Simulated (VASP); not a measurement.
Runs of VASP 6.6.1 on Rh. The structure is that of space group P6_3/mmc (No. 194), or close to it. The cells are those of the table. 

```csv
task,level,potentials or basis,cell,cutoff (eV),gap on the mesh (eV),pressure (GPa),relaxed volume (Å³/atom)
relaxation of cell and atoms,LDA,"VASP PAW LDA potentials, release 64 (Rh_pv)","relaxed from a = 2.692, b = 2.692, c = 8.798 Å, angles 90.0, 90.0, 120.0°, 4 atoms",600,none,0.0,13.29
single point,BLYP+D3(BJ),"VASP PAW PBE potentials, release 64 (Rh_pv)","a = 2.694, b = 2.694, c = 8.815 Å, angles 90.0, 90.0, 120.0°, 4 atoms",520,none,0.7,-
relaxation of cell and atoms,PBEsol+D3(BJ),"VASP PAW PBE potentials, release 64 (Rh_pv)","relaxed from a = 2.692, b = 2.692, c = 8.798 Å, angles 90.0, 90.0, 120.0°, 4 atoms",600,none,0.0,13.20
single point,LDA,"VASP PAW LDA potentials, release 64 (Rh_pv)","a = 2.655, b = 2.655, c = 8.686 Å, angles 90.0, 90.0, 120.0°, 4 atoms",520,none,0.9,-
single point,PBEsol+D3(BJ),"VASP PAW PBE potentials, release 64 (Rh_pv)","a = 2.651, b = 2.651, c = 8.674 Å, angles 90.0, 90.0, 120.0°, 4 atoms",520,none,(b),-
relaxation of cell and atoms,BLYP+D3(BJ),"VASP PAW PBE potentials, release 64 (Rh_pv)","relaxed from a = 2.692, b = 2.692, c = 8.798 Å, angles 90.0, 90.0, 120.0°, 4 atoms",600,none,0.0,(a)
```

Alike in all rows: no spin polarisation; k mesh 10 × 10 × 3; smearing fermi-dirac 0.1 eV.

Problem. Fill in the values left out.

Solution. (a) 13.88; (b) -0.1.

Caveats: the PAW data sets were made with another functional, which shifts forces and pressure a little (some runs); pairwise dispersion overbinds metals, which lowers pressure and volume (some runs).

A k mesh can miss the band edges, and the runs leave out spin-orbit coupling on Rh.

A gap of «none» marks levels without a gap at the run's occupations.
